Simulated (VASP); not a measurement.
# Be4InCu (F-43m) in VASP: notebook

Be4InCu is run at these levels: PBE; tasks: single point.

Program: VASP 6.6.1. These are calculated values, not measurements. Logs are shortened: lines on timing, memory, paths and dates and some standing lists are left out, and cuts for length are marked.

### 1 The cell of the first run

The structure is cubic, space group F-43m (No. 216). Conventional cell: a = 6.437 Å, b = 6.437 Å, c = 6.437 Å, α = 90.00°, β = 90.00°, γ = 90.00°. Be (site symmetry 3m) has 6 Be at 2.25 to 2.30 Å and 3 Cu at 2.67 Å and 3 In at 2.67 Å within 3.0 Å. In (site symmetry -43m) has 12 Be at 2.67 Å and 4 Cu at 2.79 Å within 3.5 Å. Within 3.5 Å of Cu (site symmetry -43m) lie 12 Be at 2.67 Å and 4 In at 2.79 Å.

### 2 Single point, PBE

The input, INCAR:

```
ALGO = Normal
EDIFF = 1E-6
ENCUT = 520
GGA = PE
ISIF = 2
ISMEAR = 1
LASPH = True
LCHARG = True
LELF = True
LREAL = False
LVHAR = True
LWAVE = False
NBANDS = 25
NELM = 100
PREC = Accurate
SIGMA = 0.15
```

The input, KPOINTS:

```
k-points
0
Gamma
  6 6 6
```

The input, POSCAR:

```
Be4InCu
1.0
    0.0000000000      3.2184216922      3.2184216922
    3.2184216922      0.0000000000      3.2184216922
    3.2184216922      3.2184216922      0.0000000000
Be In Cu
4 1 1
Direct
    0.3763000000      0.3763000000      0.3763000000
    0.8711000000      0.3763000000      0.3763000000
    0.3763000000      0.3763000000      0.8711000000
    0.3763000000      0.8711000000      0.3763000000
    0.0000000000      0.0000000000      0.0000000000
    0.7500000000      0.7500000000      0.7500000000
```

Potentials or basis: VASP PAW PBE potentials, release 64 (Be, In_d, Cu).

The run is started by

```bash
> cat potpaw_PBE.64/Be/POTCAR potpaw_PBE.64/In_d/POTCAR potpaw_PBE.64/Cu/POTCAR > POTCAR
> mpirun -np 1 vasp_std > vasp.out
```

OUTCAR:

```text
EDIFF = 1E-6
   ENCUT = 520
   GGA = PE
   ISIF = 2
   ISMEAR = 1
   LASPH = True
   LREAL = False
   NELM = 100
   PREC = Accurate

 ion  position               nearest neighbor table
   1  0.376  0.376  0.376-   2 2.25   3 2.25   4 2.25   3 2.30   4 2.30   2 2.30   5 2.67   5 2.67
                             5 2.67
   2  0.871  0.376  0.376-   1 2.25   3 2.25   4 2.25   1 2.30   3 2.30   4 2.30   5 2.67   5 2.67
                             5 2.67
   3  0.376  0.376  0.871-   1 2.25   2 2.25   4 2.25   1 2.30   4 2.30   2 2.30   5 2.67   5 2.67
                             5 2.67
   4  0.376  0.871  0.376-   1 2.25   2 2.25   3 2.25   3 2.30   1 2.30   2 2.30   5 2.67   5 2.67
                             5 2.67
   5  0.000  0.000  0.000-   2 2.67   3 2.67   4 2.67   1 2.67   2 2.67   4 2.67   1 2.67   2 2.67
                             3 2.67   1 2.67   3 2.67   4 2.67   6 2.79   6 2.79   6 2.79   6 2.79
   6  0.750  0.750  0.750-   5 2.79   5 2.79   5 2.79   5 2.79

  LATTYP: Found a face centered cubic cell.
 ALAT       =     6.4368433844

  Lattice vectors:

 A1 = (   0.0000000000,   3.2184216922,   3.2184216922)
 A2 = (   3.2184216922,   0.0000000000,   3.2184216922)
 A3 = (   3.2184216922,   3.2184216922,   0.0000000000)

Analysis of symmetry for initial positions (statically):
=====================================================================
 Subroutine PRICEL returns:
 Original cell was already a primitive cell.

 Routine SETGRP: Setting up the symmetry group for a
 face centered cubic supercell.

 Subroutine GETGRP returns: Found 24 space group operations
 (whereof 24 operations were pure point group operations)
 out of a pool of 48 trial point group operations.

The static configuration has the point symmetry T_d .

Analysis of symmetry for dynamics (positions and initial velocities):
=====================================================================
 Subroutine PRICEL returns:
 Original cell was already a primitive cell.

 Routine SETGRP: Setting up the symmetry group for a
 face centered cubic supercell.

 Subroutine GETGRP returns: Found 24 space group operations
 (whereof 24 operations were pure point group operations)
 out of a pool of 48 trial point group operations.

The dynamic configuration has the point symmetry T_d .

 Subroutine INISYM returns: Found 24 space group operations
 (whereof 24 operations are pure point group operations),
 and found     1 'primitive' translations

----------------------------------------------------------------------------------------

                                     Primitive cell

  volume of cell :      66.6744

  direct lattice vectors                    reciprocal lattice vectors
     0.000000000  3.218421692  3.218421692    -0.155355652  0.155355652  0.155355652
     3.218421692  0.000000000  3.218421692     0.155355652 -0.155355652  0.155355652
     3.218421692  3.218421692  0.000000000     0.155355652  0.155355652 -0.155355652

  length of vectors
     4.551535607  4.551535607  4.551535607     0.269083882  0.269083882  0.269083882

  position of ions in fractional coordinates (direct lattice)
     0.376300000  0.376300000  0.376300000
     0.871100000  0.376300000  0.376300000
     0.376300000  0.376300000  0.871100000
     0.376300000  0.871100000  0.376300000
     0.000000000  0.000000000  0.000000000
     0.750000000  0.750000000  0.750000000

  ion indices of the primitive-cell ions
   primitive index   ion index
                 1           1
                 2           2
                 3           3
                 4           4
                 5           5
                 6           6

----------------------------------------------------------------------------------------

 KPOINTS: k-points

Automatic generation of k-mesh.
 Grid dimensions read from file:
 generate k-points for:    6    6    6

 Generating k-lattice:

  Cartesian coordinates                     Fractional coordinates (reciprocal lattice)
    -0.025892609  0.025892609  0.025892609     0.166666667  0.000000000  0.000000000
     0.025892609 -0.025892609  0.025892609     0.000000000  0.166666667  0.000000000
     0.025892609  0.025892609 -0.025892609     0.000000000  0.000000000  0.166666667

  Length of vectors
     0.044847314  0.044847314  0.044847314

  Shift w.r.t. Gamma in fractional coordinates (k-lattice)
     0.000000000  0.000000000  0.000000000

 Subroutine IBZKPT returns following result:
 ===========================================

 Found     16 irreducible k-points:

 Following reciprocal coordinates:
            Coordinates               Weight
  0.000000  0.000000  0.000000      1.000000
  0.166667  0.000000  0.000000      8.000000
  0.333333  0.000000  0.000000      8.000000
  0.500000  0.000000  0.000000      4.000000
  0.166667  0.166667  0.000000      6.000000
  0.333333  0.166667  0.000000     24.000000
[... 8 lines left out ...]
 -0.333333  0.333333  0.166667     24.000000
 -0.333333  0.500000  0.166667     12.000000
   k-points           NKPTS =     16   k-points in BZ     NKDIM =     16   number of bands    NBANDS=     25
   number of dos      NEDOS =    301   number of ions     NIONS =      6
   total plane-waves  NPLWV =  46656
   dimension x,y,z NGX =    36 NGY =   36 NGZ =   36
   dimension x,y,z NGXF=    72 NGYF=   72 NGZF=   72
   ions per type =               4   1   1
   NGX,Y,Z   is equivalent  to a cutoff of  13.15, 13.15, 13.15 a.u.
   NGXF,Y,Z  is equivalent  to a cutoff of  26.30, 26.30, 26.30 a.u.
 SYSTEM =  unknown system
   PREC   = accura    normal or accurate (medium, high low for compatibility)
   ISTART =      0    job   : 0-new  1-cont  2-samecut
   ICHARG =      2    charge: 1-file 2-atom 10-const
   ISPIN  =      1    spin polarized calculation?
   LNONCOLLINEAR =      F non collinear calculations
   LSORBIT =      F    spin-orbit coupling
   LASPH  =      T    aspherical Exc in radial PAW
   ENCUT  =  520.0 eV  38.22 Ry    6.18 a.u.   8.46  8.46  8.46*2*pi/ulx,y,z
   NELM   =    100;   NELMIN=  2; NELMDL= -5     # of ELM steps
   EDIFF  = 0.1E-05   stopping-criterion for ELM
   LREAL  =      F    real-space projection
[... 7 lines left out ...]
   TEBEG  =    0.0;   TEEND  =   0.0 temperature during run
   PSTRESS=    0.0 pullay stress
   NELECT =      32.0000    total number of electrons
   NUPDOWN=      -1.0000    fix difference up-down
   EMIN   =  10.00;   EMAX   =-10.00  energy-range for DOS
   EFERMI =   0.00;   METHOD = LEGACY
   ISMEAR =     1;   SIGMA  =   0.15  broadening in eV -4-tet -1-fermi 0-gaus
   EFERMI_NEDOS =   21; number of points for ismear=-14 and -15
   IALGO  =     38    algorithm
   IMIX   =      4    mixing-type and parameters
     AMIX     =   0.40;   BMIX     =  1.00
     AMIX_MAG =   1.60;   BMIX_MAG =  1.00
  volume/ion in A,a.u.               =      11.11        74.99
  Fermi-wavevector in a.u.,A,eV,Ry     =   1.281756  2.422167 22.352975  1.642897
  Thomas-Fermi vector in A             =   2.414107
   LORBIT       =      0    0 simple, 1 ext, 2 COOP (PROOUT), +10 PAW based schemes
   GGA     = PE    functional components
   LHFCALC =     F    Hartree Fock is set to
   AEXX    =    0.0000 exact exchange contribution
   IVDW    =     0    specifies the selected vdW correction
   LEPSILON=     F    determine dielectric tensor
   LRPA    =     F    only Hartree local field effects (RPA)
 non-spin polarized calculation
 Methfessel and Paxton  Order N= 1 SIGMA  =   0.15
  energy-cutoff  :      520.00
  volume of cell :       66.67
 maximum number of plane-waves:      1820
 NGX is ok and might be reduce to    36
   NGX = 17   NGY = 17   NGZ = 17

 number of electron      32.0000010 magnetization

 Free energy of the ion-electron system (eV)
  ---------------------------------------------------
  ext. energy  EPLUGINS =         0.00000000
  ---------------------------------------------------
  free energy    TOTEN  =       -20.33352098 eV

  energy without entropy =      -20.33461895  energy(sigma->0) =      -20.33388697

 E-fermi :   8.4711     XC(G=0): -11.1473

 val. band max:        8.4338008975   @ k =  -0.3333   0.3333   0.0000
 cond. band min:       8.5773592899   @ k =  -0.3333   0.1667   0.0000
 fundamental gap:      0.1435583924
 Fermi energy:         8.4710523727

 k-point     1 :       0.0000    0.0000    0.0000
  band No.  band energies     occupation
      1      -6.9573      2.00000
      2      -6.9573      2.00000
      3      -6.9573      2.00000
      4      -6.9502      2.00000
      5      -6.9502      2.00000
      6      -2.9820      2.00000
[... 17 lines left out ...]
     24      12.0197      0.00000
     25      12.8401      0.00000

 k-point     2 :       0.1667    0.0000    0.0000
  band No.  band energies     occupation
      1      -6.9571      2.00000
      2      -6.9555      2.00000
      3      -6.9555      2.00000
      4      -6.9440      2.00000
      5      -6.9440      2.00000
      6      -2.7107      2.00000
[... 17 lines left out ...]
     24      13.4384      0.00000
     25      14.8927      0.00000

 k-point     3 :       0.3333    0.0000    0.0000
  band No.  band energies     occupation
      1      -6.9589      2.00000
      2      -6.9589      2.00000
      3      -6.9578      2.00000
      4      -6.9244      2.00000
      5      -6.9244      2.00000
      6      -1.9045      2.00000
[... 328 lines left out ...]
 k-point    15 :      -0.3333    0.3333    0.1667
  band No.  band energies     occupation
      1      -6.9631      2.00000
      2      -6.9525      2.00000
      3      -6.9380      2.00000
      4      -6.9326      2.00000
      5      -6.9095      2.00000
      6      -0.2177      2.00000
[... 17 lines left out ...]
     24      16.4874      0.00000
     25      17.1859      0.00000

 k-point    16 :      -0.3333    0.5000    0.1667
  band No.  band energies     occupation
      1      -6.9697      2.00000
      2      -6.9656      2.00000
      3      -6.9281      2.00000
      4      -6.9251      2.00000
      5      -6.9028      2.00000
      6       0.2091      2.00000
[... 17 lines left out ...]
     24      16.2318      0.00000
     25      16.9800      0.00000

------------------------ aborting loop because EDIFF is reached ----------------------------------------

  FORCE on cell =-STRESS in cart. coord.  units (eV):
  Direction    XX          YY          ZZ          XY          YZ          ZX
  --------------------------------------------------------------------------------------
  -------------------------------------------------------------------------------------
  Total       -0.8283090     -0.8283090     -0.8283090      0.0000000      0.0000000      0.0000000
  in kB      -19.9041734    -19.9041734    -19.9041734      0.0000000      0.0000000      0.0000000
  external PRESSURE =     -19.9041734 kB  Pullay stress =       0.0000000 kB

 VOLUME and BASIS-vectors are now :
 -----------------------------------------------------------------------------
  energy-cutoff  :      520.00
  volume of cell :       66.67
      direct lattice vectors                 reciprocal lattice vectors
     0.000000000  3.218421692  3.218421692    -0.155355652  0.155355652  0.155355652
     3.218421692  0.000000000  3.218421692     0.155355652 -0.155355652  0.155355652
     3.218421692  3.218421692  0.000000000     0.155355652  0.155355652 -0.155355652

 POSITION                                       TOTAL-FORCE (eV/Angst)
 -----------------------------------------------------------------------------------
      2.42218      2.42218      2.42218         0.021020      0.021020      0.021020
      2.42218      4.01466      4.01466         0.021020     -0.021020     -0.021020
      4.01466      4.01466      2.42218        -0.021020     -0.021020      0.021020
      4.01466      2.42218      4.01466        -0.021020      0.021020     -0.021020
      0.00000      0.00000      0.00000         0.000000      0.000000      0.000000
      4.82763      4.82763      4.82763         0.000000      0.000000      0.000000
 -----------------------------------------------------------------------------------
    total drift:                                0.000000      0.000000      0.000000

  FREE ENERGIE OF THE ION-ELECTRON SYSTEM (eV)
  ---------------------------------------------------
  free  energy   TOTEN  =       -20.3335209776 eV

  energy  without entropy=      -20.3346189456  energy(sigma->0) =      -20.33388697
```

It took 81 s on 1 thread of Intel Xeon Platinum 8259CL at 2.50GHz (Skylake/Cascade Lake), shared host; peak memory 0.21 GiB.

What came out:

| Property | Result |
| --- | --- |
| Free energy | -20.3335 eV |
| Pressure | -2.0 GPa |
| Largest force | 0.036 eV/Å |
| Band gap on the k mesh | zero (bands 16 and 17 overlap by 0.93 eV) |

Forces in eV/Å, atoms in the order of the input:
```
Be   0.021  0.021  0.021
Be   0.021 -0.021 -0.021
Be  -0.021 -0.021  0.021
Be  -0.021  0.021 -0.021
In   0.000  0.000  0.000
Cu   0.000  0.000  0.000
```

Levels at points of the mesh, in eV from the Fermi level:
```tsv
k point	band 14	band 15	band 16	band 17	band 18	band 19
(0.00, 0.00, 0.00)	-1.76	-1.76	0.23	0.72	0.72	0.72
(0.50, 0.00, 0.00)	-2.68	-2.68	-0.57	-0.57	0.14	3.81
(0.50, 0.50, 0.00)	-3.98	-3.26	-2.74	4.28	4.28	4.29
```

Caveat: spin-orbit coupling is left out, which moves the levels of the heavy elements.

### 3 Single point, PBE

This run uses another cell than the first one, of 11.38 Å³/atom.

The input, INCAR:

```
SYSTEM = Be4InCu
ALGO = Normal ; EDIFF = 1E-6
ENCUT = 520 ; GGA = PE
ISIF = 2 ; ISMEAR = 1
LASPH = .TRUE. ; LCHARG = .TRUE.
LELF = .TRUE. ; LREAL = .FALSE.
LVHAR = .TRUE. ; LWAVE = .FALSE.
NBANDS = 25 ; NELM = 100
PREC = Accurate ; SIGMA = 0.15
```

The input, KPOINTS:

```
k-points
0
G
  6 6 6
  0 0 0
```

Changes to POSCAR since step 2:

```diff
@@ -2,5 +2,5 @@
 1.0
-    0.0000000000      3.2184216922      3.2184216922
-    3.2184216922      0.0000000000      3.2184216922
-    3.2184216922      3.2184216922      0.0000000000
+    0.0000000000      3.2443778268      3.2443778268
+    3.2443778268      0.0000000000      3.2443778268
+    3.2443778268      3.2443778268      0.0000000000
 Be In Cu
```

Potentials or basis: VASP PAW PBE potentials, release 64 (Be, In_d, Cu).

The run is started by

```bash
> cat potpaw_PBE.64/Be/POTCAR potpaw_PBE.64/In_d/POTCAR potpaw_PBE.64/Cu/POTCAR > POTCAR
> mpirun -np 1 vasp_std > vasp.out
```

It took 82 s on 1 thread of Intel Xeon Platinum 8259CL at 2.50GHz (Skylake/Cascade Lake), shared host; peak memory 0.21 GiB.

Results (log left out):

| Quantity | Value |
| --- | --- |
| Free energy | -20.3012 eV |
| Pressure | -4.3 GPa |
| Largest force | 0.040 eV/Å |
| Band gap on the k mesh | zero (bands 16 and 17 overlap by 0.92 eV) |

Forces on the atoms (eV/Å):
```
Be   0.023  0.023  0.023
Be   0.023 -0.023 -0.023
Be  -0.023 -0.023  0.023
Be  -0.023  0.023 -0.023
In   0.000  0.000  0.000
Cu   0.000  0.000  0.000
```

Levels at points of the mesh, in eV from the Fermi level:
```tsv
k point	band 13	band 14	band 15	band 16	band 17	band 18	band 19	band 20
(0.00, 0.00, 0.00)	-1.71	-1.71	-1.71	0.15	0.71	0.71	0.71	1.81
(0.50, 0.00, 0.00)	-3.53	-2.60	-2.60	-0.57	-0.57	0.09	3.76	3.89
(0.50, 0.50, 0.00)	-3.88	-3.88	-3.20	-2.69	4.24	4.24	4.24	4.44
```

Caveat: the cell stands under tension; spin-orbit coupling is left out, which moves the levels of the heavy elements.
